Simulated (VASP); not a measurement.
Here is a VASP 6.6.1 calculation.

Contents of INCAR:

```
SYSTEM = V
ALGO = Normal
EDIFF = 1E-6
ENCUT = 520
GGA = RE
ISIF = 2
ISMEAR = -1
LASPH = .TRUE.
LCHARG = .FALSE.
LREAL = .FALSE.
LWAVE = .FALSE.
NBANDS = 26
NELM = 60
PREC = Accurate
SIGMA = 0.1
```

File KPOINTS:

```
k-points
0
G
  9 9 15
  0 0 0
```

The input POSCAR:

```
V
1.0
    4.5924329807      0.0000000000      0.0000000000
   -2.2962164903      3.9771636264      0.0000000000
    0.0000000000      0.0000000000      2.4698132368
V
3
Direct
    0.0000000000      1.0000000000      0.0000000000
    0.3333333333      0.6666666667      0.5000000000
    0.6666666667      0.3333333333      0.5000000000
```

Potentials or basis: VASP PAW PBE potentials, release 64 (V_sv).

Run with:

```sh
$ cat potpaw_PBE.64/V_sv/POTCAR > POTCAR
$ mpirun -np 1 vasp_std > vasp.out
```

(1) Predict the band gap on the k mesh.

(2) Predict the pressure.

Answers

(1) zero (an odd number of electrons rules out a gap without spin polarisation).

(2) -10.9 GPa.

Caveat: the cell stands under tension; the PAW data sets were made with another functional, which shifts forces and pressure a little.
